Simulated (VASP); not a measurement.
A run of VASP 6.6.1:

INCAR

```
PREC = Accurate
ENCUT = 1340
EDIFF = 1E-6
ISMEAR = -1
SIGMA = 0.05
LREAL = False
LASPH = True
NELM = 120
ALGO = Normal
ISIF = 2
LWAVE = False
LCHARG = False
GGA = RE
IVDW = 13
NBANDS = 28
GGA_COMPAT = False
```

File KPOINTS:

```
regular mesh
0
Gamma
  7 7 7
```

The input POSCAR:

```
BaTiO3
1.0
    4.0782473671      0.0000000000      0.0000000000
    0.0000000000      4.0782473671      0.0000000000
    0.0000000000      0.0000000000      4.0968043205
Ba Ti O
1 1 3
Direct
    0.0000000000      0.0000000000      0.0000000000
    0.5000000000      0.5000000000      0.4900000000
    0.0000000000      0.5000000000      0.5170000000
    0.5000000000      0.0000000000      0.5170000000
    0.5000000000      0.5000000000      0.0190000000
```

Potentials or basis: VASP PAW PBE potentials, release 64 (Ba_sv, Ti_sv, O_h).

Command:

```bash
$ cat potpaw_PBE.64/Ba_sv/POTCAR potpaw_PBE.64/Ti_sv/POTCAR potpaw_PBE.64/O_h/POTCAR > POTCAR
$ mpirun -np 1 vasp_std > vasp.out
```

Hardware: 1 thread of Intel(R) Xeon(R) Platinum 8175M CPU @ 2.50GHz (Skylake/Cascade Lake), with other jobs on the host.

Estimate the wall time of this run.

It took 7.8 min on 1 thread of Intel(R) Xeon(R) Platinum 8175M CPU @ 2.50GHz (Skylake/Cascade Lake), with other jobs on the host, peak memory 0.58 GiB. Counts: scf iterations 18, k points 40.
